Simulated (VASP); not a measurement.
Write the native input for VASP 6.6.1 that does the following.

```
Task                   : single point
Functional             : PBEsol
Potentials or basis    : VASP PAW PBE potentials, release 64 (Y_sv, C, F)
Cutoff                 : 520 eV
k mesh                 : 9 × 9 × 4
Occupations            : gaussian, width 0.02 eV
Spin                   : no spin polarisation
Dipole correction      : no
Further INCAR settings : ALGO = Normal; EDIFF = 1e-06; NBANDS = 28
```

The structure of Y2CF2 lies in POSCAR:

```
Y2CF2
1.0
    3.6262734994      0.0000000000      0.0000000000
   -1.8131367497      3.1404449716      0.0000000000
    0.0000000000      0.0000000000      6.3284812637
Y C F
2 1 2
Direct
    0.3333333333      0.6666666667      0.2130167517
    0.6666666667      0.3333333333      0.7869832483
    0.0000000000      0.0000000000      0.0000000000
    0.3333333333      0.6666666667      0.6146354161
    0.6666666667      0.3333333333      0.3853645839
```

These files were run (other wordings do the same):

INCAR

```
ALGO = Normal ; EDIFF = 1E-6
ENCUT = 520 ; GGA = PS
ISIF = 2 ; ISMEAR = 0
LASPH = T ; LCHARG = F
LREAL = F ; LWAVE = F
NBANDS = 28 ; NELM = 60
PREC = Accurate ; SIGMA = 0.02
```

KPOINTS

```
k-points
0
Gamma
  9 9 4
```

Potentials or basis: VASP PAW PBE potentials, release 64 (Y_sv, C, F).

Launch:

```bash
$ cat potpaw_PBE.64/Y_sv/POTCAR potpaw_PBE.64/C/POTCAR potpaw_PBE.64/F/POTCAR > POTCAR
$ mpirun -np 1 vasp_std > vasp.out
```

Results of the run:

The pressure is -0.1 GPa. The largest force is 0.008 eV/Å and the band gap on the k mesh is 1.10 eV (least direct gap 1.25 eV).

Caveat: the PAW data sets were made with another functional, which shifts forces and pressure a little.

Run time: 2.1 min on 1 thread of Intel(R) Xeon(R) Platinum 8259CL CPU @ 2.50GHz (Skylake/Cascade Lake), with other jobs on the host, peak memory 0.24 GiB.
